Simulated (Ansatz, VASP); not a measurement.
**One calculation of Ti, two programs**

INCAR

```
PREC     = Accurate       # precision mode
ENCUT    = 520            # plane-wave cutoff, eV
EDIFF    = 1E-6           # SCF threshold, eV
ISMEAR   = -1             # smearing method
SIGMA    = 0.1            # smearing width, eV
LREAL    = False          # projectors in reciprocal space
LASPH    = True           # aspherical terms in the spheres
NELM     = 80             # most SCF steps
ALGO     = Normal         # electronic algorithm
ISIF     = 2              # what is computed and relaxed
LWAVE    = False          # write WAVECAR
LCHARG   = False          # write CHGCAR
GGA      = PS             # functional
NBANDS   = 12             # bands
```

File KPOINTS:

```
Automatic mesh
0
Gamma
  15 15 15
```

The input POSCAR:

```
Ti
1.0
   -1.5852988739      1.5852988739      1.5852988739
    1.5852988739     -1.5852988739      1.5852988739
    1.5852988739      1.5852988739     -1.5852988739
Ti
1
Direct
    0.0000000000      0.0000000000      0.0000000000
```

Input for Ansatz:

```yaml
crystal:
  lattice:
    - [-1.5852988739, 1.5852988739, 1.5852988739]
    - [1.5852988739, -1.5852988739, 1.5852988739]
    - [1.5852988739, 1.5852988739, -1.5852988739]
  atoms:
    - { symbol: Ti, position: [0.0, 0.0, 0.0] }
hamiltonian:
  xc: pbesol
  pseudopotentials:
    kind: paw
    azcp:
      Ti: "pseudopotentials/Ti.paw.azcp"
basis:
  ecutwfc: 420
  fft_grid_basis: typed
kpoints:
  mp_grid: { grid: [15, 15, 15], shift: [0, 0, 0] }
magnetization:
  spin_polarized: false
scf:
  occupations: { method: fermi_dirac, width: 0.1 }
  lower_state_search: "off"
output:
  stress: true
```

Alike in both runs: task single point; functional PBEsol; k mesh 15 × 15 × 15; occupations fermi-dirac, width 0.1 eV; no spin polarisation.

|  | VASP | Ansatz |
| --- | --- | --- |
| version | VASP 6.6.1 | Ansatz 0.2.0 |
| potentials or method | VASP PAW PBE potentials, release 64 (Ti_sv), cutoff 520 eV | plane waves (420 eV) with PAW, scalar-relativistic |
| valence electrons in the cell | 12 | 12 |

|  | VASP | Ansatz | Ansatz less VASP |
| --- | --- | --- | --- |
| pressure (GPa) | 4.5 | 4.9 | +0.33 |

VASP's potentials were made for PBE, not for PBEsol, and Ansatz warns of the same on its side.
